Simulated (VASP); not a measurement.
# SiNi3 (Pm-3m) in VASP: a series of runs

The runs below take SiNi3 through single point, with PBE.

All numbers are computed with VASP 6.6.1; they aren't measurements. Logs are shortened: lines on timing, memory, paths and dates and some standing lists are left out, and cuts for length are marked.

### Step 1. The cell of the first run

The structure is cubic, space group Pm-3m (No. 221). The conventional cell has a = 3.480 Å, b = 3.480 Å, c = 3.480 Å, α = 90.00°, β = 90.00°, γ = 90.00°. Si (site symmetry m-3m) has 12 Ni at 2.46 Å within 3.2 Å. Ni (site symmetry 4/mmm) has 4 Si at 2.46 Å and 8 Ni at 2.46 Å within 3.2 Å.

### Step 2. Single point, PBE

Input file INCAR:

```
ALGO = Fast
EDIFF = 1E-6
ENCUT = 520
GGA = PE
ISIF = 2
ISMEAR = 0
LASPH = True
LCHARG = False
LREAL = False
LWAVE = False
NBANDS = 25
NELM = 80
PREC = Accurate
SIGMA = 0.1
```

Input file KPOINTS:

```
k-points
0
Gamma
  12 12 12
```

Input file POSCAR:

```
SiNi3
1.0
    3.4800819133      0.0000000000      0.0000000000
    0.0000000000      3.4800819133      0.0000000000
    0.0000000000      0.0000000000      3.4800819133
Si Ni
1 3
Direct
    0.0000000000      0.0000000000      0.0000000000
    0.0000000000      0.5000000000      0.5000000000
    0.5000000000      0.0000000000      0.5000000000
    0.5000000000      0.5000000000      0.0000000000
```

Potentials or basis: VASP PAW PBE potentials, release 64 (Si, Ni).

Command:

```
cat potpaw_PBE.64/Si/POTCAR potpaw_PBE.64/Ni/POTCAR > POTCAR
mpirun -np 1 vasp_std > vasp.out
```

OUTCAR:

```text
EDIFF = 1E-6
   ENCUT = 520
   GGA = PE
   ISIF = 2
   ISMEAR = 0
   LASPH = True
   LREAL = False
   NELM = 80
   PREC = Accurate

 ion  position               nearest neighbor table
   1  0.000  0.000  0.000-   2 2.46   3 2.46   4 2.46   2 2.46   3 2.46   2 2.46   4 2.46   2 2.46
                             3 2.46   4 2.46   3 2.46   4 2.46
   2  0.000  0.500  0.500-   1 2.46   3 2.46   4 2.46   1 2.46   4 2.46   1 2.46   3 2.46   1 2.46
                             3 2.46   4 2.46   4 2.46   3 2.46
   3  0.500  0.000  0.500-   1 2.46   2 2.46   4 2.46   1 2.46   4 2.46   2 2.46   4 2.46   4 2.46
                             1 2.46   2 2.46   1 2.46   2 2.46
   4  0.500  0.500  0.000-   1 2.46   2 2.46   3 2.46   2 2.46   3 2.46   1 2.46   3 2.46   3 2.46
                             1 2.46   2 2.46   2 2.46   1 2.46

  LATTYP: Found a simple cubic cell.
 ALAT       =     3.4800819133

  Lattice vectors:

 A1 = (   3.4800819133,   0.0000000000,   0.0000000000)
 A2 = (   0.0000000000,   3.4800819133,   0.0000000000)
 A3 = (   0.0000000000,   0.0000000000,   3.4800819133)

Analysis of symmetry for initial positions (statically):
=====================================================================
 Subroutine PRICEL returns:
 Original cell was already a primitive cell.

 Routine SETGRP: Setting up the symmetry group for a
 simple cubic supercell.

 Subroutine GETGRP returns: Found 48 space group operations
 (whereof 48 operations were pure point group operations)
 out of a pool of 48 trial point group operations.

The static configuration has the point symmetry O_h .

Analysis of symmetry for dynamics (positions and initial velocities):
=====================================================================
 Subroutine PRICEL returns:
 Original cell was already a primitive cell.

 Routine SETGRP: Setting up the symmetry group for a
 simple cubic supercell.

 Subroutine GETGRP returns: Found 48 space group operations
 (whereof 48 operations were pure point group operations)
 out of a pool of 48 trial point group operations.

The dynamic configuration has the point symmetry O_h .

 Subroutine INISYM returns: Found 48 space group operations
 (whereof 48 operations are pure point group operations),
 and found     1 'primitive' translations

----------------------------------------------------------------------------------------

                                     Primitive cell

  volume of cell :      42.1472

  direct lattice vectors                    reciprocal lattice vectors
     3.480081913  0.000000000  0.000000000     0.287349558  0.000000000  0.000000000
     0.000000000  3.480081913  0.000000000     0.000000000  0.287349558  0.000000000
     0.000000000  0.000000000  3.480081913     0.000000000  0.000000000  0.287349558

  length of vectors
     3.480081913  3.480081913  3.480081913     0.287349558  0.287349558  0.287349558

  position of ions in fractional coordinates (direct lattice)
     0.000000000  0.000000000  0.000000000
     0.000000000  0.500000000  0.500000000
     0.500000000  0.000000000  0.500000000
     0.500000000  0.500000000  0.000000000

  ion indices of the primitive-cell ions
   primitive index   ion index
                 1           1
                 2           2
                 3           3
                 4           4

----------------------------------------------------------------------------------------

 KPOINTS: k-points

Automatic generation of k-mesh.
 Grid dimensions read from file:
 generate k-points for:   12   12   12

 Generating k-lattice:

  Cartesian coordinates                     Fractional coordinates (reciprocal lattice)
     0.023945797  0.000000000  0.000000000     0.083333333  0.000000000  0.000000000
     0.000000000  0.023945797  0.000000000     0.000000000  0.083333333  0.000000000
     0.000000000  0.000000000  0.023945797     0.000000000  0.000000000  0.083333333

  Length of vectors
     0.023945797  0.023945797  0.023945797

  Shift w.r.t. Gamma in fractional coordinates (k-lattice)
     0.000000000  0.000000000  0.000000000

 Subroutine IBZKPT returns following result:
 ===========================================

 Found     84 irreducible k-points:

 Following reciprocal coordinates:
            Coordinates               Weight
  0.000000  0.000000  0.000000      1.000000
  0.083333  0.000000  0.000000      6.000000
  0.166667  0.000000  0.000000      6.000000
  0.250000  0.000000  0.000000      6.000000
  0.333333  0.000000  0.000000      6.000000
  0.416667  0.000000  0.000000      6.000000
[... 16 lines left out ...]
  0.333333  0.333333  0.000000     12.000000
  0.416667  0.333333  0.000000     24.000000
 [... further k-points ...]
   k-points           NKPTS =     84   k-points in BZ     NKDIM =     84   number of bands    NBANDS=     25
   number of dos      NEDOS =    301   number of ions     NIONS =      4
   total plane-waves  NPLWV =  21952
   dimension x,y,z NGX =    28 NGY =   28 NGZ =   28
   dimension x,y,z NGXF=    56 NGYF=   56 NGZF=   56
   ions per type =               1   3
   NGX,Y,Z   is equivalent  to a cutoff of  13.38, 13.38, 13.38 a.u.
   NGXF,Y,Z  is equivalent  to a cutoff of  26.75, 26.75, 26.75 a.u.
 SYSTEM =  unknown system
   PREC   = accura    normal or accurate (medium, high low for compatibility)
   ISTART =      0    job   : 0-new  1-cont  2-samecut
   ICHARG =      2    charge: 1-file 2-atom 10-const
   ISPIN  =      1    spin polarized calculation?
   LNONCOLLINEAR =      F non collinear calculations
   LSORBIT =      F    spin-orbit coupling
   LASPH  =      T    aspherical Exc in radial PAW
   ENCUT  =  520.0 eV  38.22 Ry    6.18 a.u.   6.47  6.47  6.47*2*pi/ulx,y,z
   NELM   =     80;   NELMIN=  2; NELMDL= -5     # of ELM steps
   EDIFF  = 0.1E-05   stopping-criterion for ELM
   LREAL  =      F    real-space projection
   EDIFFG = 0.1E-04   stopping-criterion for IOM
   NSW    =      0    number of steps for IOM
   IBRION =     -1    ionic relax: 0-MD 1-quasi-New 2-CG
   NFREE  =      0    steps in history (QN), initial steepest desc. (CG)
   ISIF   =      2    stress and relaxation
   ISYM   =      2    0-nonsym 1-usesym 2-fastsym
   POTIM  = 0.5000    time-step for ionic-motion
   TEBEG  =    0.0;   TEEND  =   0.0 temperature during run
   PSTRESS=    0.0 pullay stress
   NELECT =      34.0000    total number of electrons
   NUPDOWN=      -1.0000    fix difference up-down
   EMIN   =  10.00;   EMAX   =-10.00  energy-range for DOS
   EFERMI =   0.00;   METHOD = LEGACY
   ISMEAR =     0;   SIGMA  =   0.10  broadening in eV -4-tet -1-fermi 0-gaus
   EFERMI_NEDOS =   21; number of points for ismear=-14 and -15
   IALGO  =     68    algorithm
   IMIX   =      4    mixing-type and parameters
     AMIX     =   0.40;   BMIX     =  1.00
     AMIX_MAG =   1.60;   BMIX_MAG =  1.00
  volume/ion in A,a.u.               =      10.54        71.11
  Fermi-wavevector in a.u.,A,eV,Ry     =   1.523977  2.879898 31.599600  2.322505
  Thomas-Fermi vector in A             =   2.632347
   LORBIT       =      0    0 simple, 1 ext, 2 COOP (PROOUT), +10 PAW based schemes
   GGA     = PE    functional components
   LHFCALC =     F    Hartree Fock is set to
   AEXX    =    0.0000 exact exchange contribution
   IVDW    =     0    specifies the selected vdW correction
   LEPSILON=     F    determine dielectric tensor
   LRPA    =     F    only Hartree local field effects (RPA)
 non-spin polarized calculation
 RMM-DIIS sequential band-by-band and
 Gauss-broadening in eV      SIGMA  =   0.10
  energy-cutoff  :      520.00
  volume of cell :       42.15
 maximum number of plane-waves:      1157
 NGX is ok and might be reduce to    28
   NGX = 13   NGY = 13   NGZ = 13

 number of electron      33.9999974 magnetization

 Free energy of the ion-electron system (eV)
  ---------------------------------------------------
  ext. energy  EPLUGINS =         0.00000000
  ---------------------------------------------------
  free energy    TOTEN  =       -23.67116687 eV

  energy without entropy =      -23.66097721  energy(sigma->0) =      -23.66607204

 E-fermi :  10.9947     XC(G=0): -13.2213

 val. band max:       10.9867665410   @ k =   0.0833   0.0833   0.0000
 cond. band min:      11.0166245026   @ k =   0.4167   0.4167   0.3333
 fundamental gap:      0.0298579615
 Fermi energy:        10.9946537495

 k-point     1 :       0.0000    0.0000    0.0000
  band No.  band energies     occupation
      1      -1.1109      2.00000
      2       5.9811      2.00000
      3       6.8098      2.00000
      4       6.8098      2.00000
      5       7.3445      2.00000
      6       7.3445      2.00000
[... 17 lines left out ...]
     24      21.7322      0.00000
     25      21.7322      0.00000

 k-point     2 :       0.0833    0.0000    0.0000
  band No.  band energies     occupation
      1      -1.0280      2.00000
      2       6.0006      2.00000
      3       6.6934      2.00000
      4       6.8690      2.00000
      5       7.3380      2.00000
      6       7.3380      2.00000
[... 17 lines left out ...]
     24      21.4597      0.00000
     25      21.5245      0.00000

 k-point     3 :       0.1667    0.0000    0.0000
  band No.  band energies     occupation
      1      -0.7826      2.00000
      2       5.9010      2.00000
      3       6.4625      2.00000
      4       7.0402      2.00000
      5       7.3141      2.00000
      6       7.3141      2.00000
[... 17 lines left out ...]
     24      20.5643      0.00000
     25      21.1277      0.00000

 k-point     4 :       0.2500    0.0000    0.0000
  band No.  band energies     occupation
      1      -0.3865      2.00000
      2       5.2624      2.00000
      3       6.5314      2.00000
      4       7.2672      2.00000
      5       7.2672      2.00000
      6       7.3019      2.00000
[... 17 lines left out ...]
     24      19.3397      0.00000
     25      21.3767      0.00000
[... 477 lines left out ...]
 k-point    22 :       0.5000    0.2500    0.0000
  band No.  band energies     occupation
      1       1.5491      2.00000
      2       3.7747      2.00000
      3       6.1217      2.00000
      4       7.0091      2.00000
      5       7.2902      2.00000
      6       7.9463      2.00000
[... 17 lines left out ...]
     24      20.8576      0.00000
     25      21.3065      0.00000

 k-point    23 :       0.3333    0.3333    0.0000
  band No.  band energies     occupation
      1       1.2367      2.00000
      2       5.1082      2.00000
      3       5.2367      2.00000
      4       7.0039      2.00000
      5       7.2843      2.00000
      6       7.8401      2.00000
[... 17 lines left out ...]
     24      21.0022      0.00000
     25      21.6041      0.00000

 k-point    24 :       0.4167    0.3333    0.0000
  band No.  band energies     occupation
      1       1.7012      2.00000
      2       4.5013      2.00000
      3       5.4280      2.00000
      4       6.9646      2.00000
      5       7.3642      2.00000
      6       8.0033      2.00000
[... 17 lines left out ...]
     24      20.9967      0.00000
     25      21.9340      0.00000

 [... further k-points ...]
[... 5 lines left out ...]
  --------------------------------------------------------------------------------------
  -------------------------------------------------------------------------------------
  Total        1.3536740      1.3536740      1.3536740     -0.0000000      0.0000000      0.0000000
  in kB       51.4583988     51.4583988     51.4583988     -0.0000000      0.0000000      0.0000000
  external PRESSURE =      51.4583988 kB  Pullay stress =       0.0000000 kB

 VOLUME and BASIS-vectors are now :
 -----------------------------------------------------------------------------
  energy-cutoff  :      520.00
  volume of cell :       42.15
      direct lattice vectors                 reciprocal lattice vectors
     3.480081913  0.000000000  0.000000000     0.287349558  0.000000000  0.000000000
     0.000000000  3.480081913  0.000000000     0.000000000  0.287349558  0.000000000
     0.000000000  0.000000000  3.480081913     0.000000000  0.000000000  0.287349558

 POSITION                                       TOTAL-FORCE (eV/Angst)
 -----------------------------------------------------------------------------------
      0.00000      0.00000      0.00000         0.000000      0.000000      0.000000
      0.00000      1.74004      1.74004         0.000000      0.000000      0.000000
      1.74004      0.00000      1.74004         0.000000      0.000000      0.000000
      1.74004      1.74004      0.00000         0.000000      0.000000      0.000000
 -----------------------------------------------------------------------------------
    total drift:                                0.000000      0.000000      0.000000

  FREE ENERGIE OF THE ION-ELECTRON SYSTEM (eV)
  ---------------------------------------------------
  free  energy   TOTEN  =       -23.6711668749 eV

  energy  without entropy=      -23.6609772082  energy(sigma->0) =      -23.66607204
```

Run time: 46 s. Hardware: 1 thread of AMD EPYC 9R45 (Zen 5), shared host; peak memory 0.17 GiB.

Results:

| Quantity | Value |
| --- | --- |
| Free energy | -23.6712 eV |
| Pressure | 5.1 GPa |
| Band gap on the k mesh | zero (band 17 reaches 11.03 eV, above the bottom of band 18 at 10.78 eV) |

Spin polarisation is off, so any magnetic state and its effect on volume and gap are missing.

### Step 3. Single point, PBE

This run uses another cell than the first one, of 10.68 Å³/atom, 1.013 times its volume.

Input file INCAR:

```
SYSTEM = SiNi3
PREC = Accurate
ENCUT = 520
EDIFF = 1E-7
ISMEAR = 0
SIGMA = 0.1
LREAL = .FALSE.
LASPH = .TRUE.
NELM = 100
ALGO = Fast
ISIF = 2
LWAVE = .FALSE.
LCHARG = .FALSE.
GGA = PE
NBANDS = 25
```

Input file KPOINTS:

```
regular mesh
0
G
  12 12 12
  0 0 0
```

Input file POSCAR:

```
SiNi3
1.0
    3.4955474361      0.0000000000      0.0000000000
    0.0000000000      3.4955474361      0.0000000000
    0.0000000000      0.0000000000      3.4955474361
Si Ni
1 3
Direct
    0.0000000000      0.0000000000      0.0000000000
    0.0000000000      0.5000000000      0.5000000000
    0.5000000000      0.0000000000      0.5000000000
    0.5000000000      0.5000000000      0.0000000000
```

Potentials or basis: VASP PAW PBE potentials, release 64 (Si, Ni).

Command:

```
cat potpaw_PBE.64/Si/POTCAR potpaw_PBE.64/Ni/POTCAR > POTCAR
mpirun -np 1 vasp_std > vasp.out
```

Run time: 54 s. Hardware: 1 thread of AMD EPYC 9R45 (Zen 5), shared host; peak memory 0.17 GiB.

The run converged. Its results:

```
Free energy            : -23.6835 eV
Pressure               : 2.1 GPa
Band gap on the k mesh : zero (band 17 reaches 10.83 eV, above the bottom of band 18 at 10.58 eV)
```

Levels at points of the mesh, in eV from the Fermi level:
| k point | band 14 | band 15 | band 16 | band 17 | band 18 | band 19 | band 20 | band 21 |
| --- | --- | --- | --- | --- | --- | --- | --- | --- |
| (0.00, 0.00, 0.00) | -0.63 | -0.63 | -0.30 | 0.03 | 0.03 | 0.03 | 4.91 | 6.37 |
| (0.50, 0.00, 0.00) | -1.31 | -1.16 | -0.56 | 0.03 | 3.63 | 3.63 | 5.27 | 5.29 |
| (0.50, 0.50, 0.00) | -1.44 | -1.12 | -1.03 | -0.96 | 0.66 | 0.66 | 5.64 | 6.38 |
| (0.50, 0.50, 0.50) | -1.26 | -1.26 | -0.41 | -0.21 | -0.21 | -0.21 | 1.24 | 4.06 |

### Step 4. Single point, PBE

This run uses another cell than the first one, of 10.78 Å³/atom, 1.023 times its volume.

Input file INCAR:

```
PREC     = Accurate       # precision mode
ENCUT    = 520            # plane-wave cutoff, eV
EDIFF    = 1E-6           # SCF threshold, eV
ISMEAR   = 0              # smearing method
SIGMA    = 0.1            # smearing width, eV
LREAL    = False          # projectors in reciprocal space
LASPH    = True           # aspherical terms in the spheres
NELM     = 80             # most SCF steps
ALGO     = Fast           # electronic algorithm
ISIF     = 2              # what is computed and relaxed
LWAVE    = False          # write WAVECAR
LCHARG   = False          # write CHGCAR
GGA      = PE             # functional
NBANDS   = 25             # bands
```

Input file KPOINTS:

```
regular mesh
0
Gamma
  12 12 12
```

Input file POSCAR:

```
SiNi3
1.0
    3.5062596482      0.0000000000      0.0000000000
    0.0000000000      3.5062596482      0.0000000000
    0.0000000000      0.0000000000      3.5062596482
Si Ni
1 3
Direct
    0.0000000000      0.0000000000      0.0000000000
    0.0000000000      0.5000000000      0.5000000000
    0.5000000000      0.0000000000      0.5000000000
    0.5000000000      0.5000000000      0.0000000000
```

Command:

```
cat potpaw_PBE.64/Si/POTCAR potpaw_PBE.64/Ni/POTCAR > POTCAR
mpirun -np 1 vasp_std > vasp.out
```

Run time: 46 s. Hardware: 1 thread of AMD EPYC 9R45 (Zen 5), shared host; peak memory 0.17 GiB.

Results (log left out):

```
Free energy            : -23.6860 eV
Pressure               : 0.1 GPa
Band gap on the k mesh : zero (band 17 reaches 10.69 eV, above the bottom of band 18 at 10.45 eV)
```

Levels at points of the mesh, in eV from the Fermi level:
| k point | band 13 | band 14 | band 15 | band 16 | band 17 | band 18 | band 19 | band 20 | band 21 | band 22 |
| --- | --- | --- | --- | --- | --- | --- | --- | --- | --- | --- |
| (0.00, 0.00, 0.00) | -0.89 | -0.62 | -0.62 | -0.30 | 0.03 | 0.03 | 0.03 | 4.82 | 6.33 | 6.33 |
| (0.50, 0.00, 0.00) | -1.31 | -1.29 | -1.14 | -0.56 | 0.03 | 3.60 | 3.60 | 5.20 | 5.27 | 5.27 |
| (0.50, 0.50, 0.00) | -1.43 | -1.42 | -1.11 | -1.01 | -0.94 | 0.65 | 0.65 | 5.58 | 6.33 | 7.67 |
| (0.50, 0.50, 0.50) | -1.44 | -1.24 | -1.24 | -0.39 | -0.21 | -0.21 | -0.21 | 1.20 | 4.02 | 4.02 |

### Step 5. Single point, PBE

This run uses another cell than the first one, of 10.88 Å³/atom, 1.033 times its volume.

Input file INCAR:

```
SYSTEM = SiNi3
PREC = Accurate
ENCUT = 520
EDIFF = 1E-6
ISMEAR = 0
SIGMA = 0.1
LREAL = .False.
LASPH = .True.
NELM = 100
ALGO = Normal
ISIF = 2
LWAVE = .False.
LCHARG = .False.
GGA = PE
NBANDS = 25
```

Input file KPOINTS:

```
regular mesh
0
Gamma
  12 12 12
  0 0 0
```

Input file POSCAR:

```
SiNi3
1.0
    3.5174049041      0.0000000000      0.0000000000
    0.0000000000      3.5174049041      0.0000000000
    0.0000000000      0.0000000000      3.5174049041
Si Ni
1 3
Direct
    0.0000000000      0.0000000000      0.0000000000
    0.0000000000      0.5000000000      0.5000000000
    0.5000000000      0.0000000000      0.5000000000
    0.5000000000      0.5000000000      0.0000000000
```

Command:

```
cat potpaw_PBE.64/Si/POTCAR potpaw_PBE.64/Ni/POTCAR > POTCAR
mpirun -np 1 vasp_std > vasp.out
```

Wall time 39 s (1 thread of AMD EPYC 9R45 (Zen 5), shared host); peak memory 0.18 GiB.

Results (log left out):

| Item | Value |
| --- | --- |
| Free energy | -23.6835 eV |
| Pressure | -2.0 GPa |
| Band gap on the k mesh | zero (band 17 reaches 10.54 eV, above the bottom of band 18 at 10.31 eV) |

Levels at points of the mesh, in eV from the Fermi level:
```tsv
k point	band 13	band 14	band 15	band 16	band 17	band 18	band 19	band 20	band 21	band 22
(0.00, 0.00, 0.00)	-0.87	-0.61	-0.61	-0.29	0.03	0.03	0.03	4.73	6.28	6.28
(0.50, 0.00, 0.00)	-1.29	-1.27	-1.13	-0.55	0.03	3.56	3.56	5.13	5.25	5.25
(0.50, 0.50, 0.00)	-1.41	-1.40	-1.09	-1.00	-0.93	0.64	0.64	5.53	6.29	7.64
(0.50, 0.50, 0.50)	-1.42	-1.22	-1.22	-0.37	-0.20	-0.20	-0.20	1.16	3.98	3.98
```

Spin polarisation is off, so any magnetic state and its effect on volume and gap are missing.

### Step 6. Summary

```tsv
cell	gap on the mesh (eV)	pressure (GPa)
a = 3.480 Å, 4 atoms	none	5.1
a = 3.496 Å, 4 atoms	none	2.1
a = 3.506 Å, 4 atoms	none	0.1
a = 3.517 Å, 4 atoms	none	-2.0
```

Alike in all rows: task single point; level PBE; potentials or basis VASP PAW PBE potentials, release 64 (Si, Ni); no spin polarisation; k mesh 12 × 12 × 12; cutoff (eV) 520; smearing gaussian 0.1 eV.

Absolute energies hang on the potentials; compare differences alone.
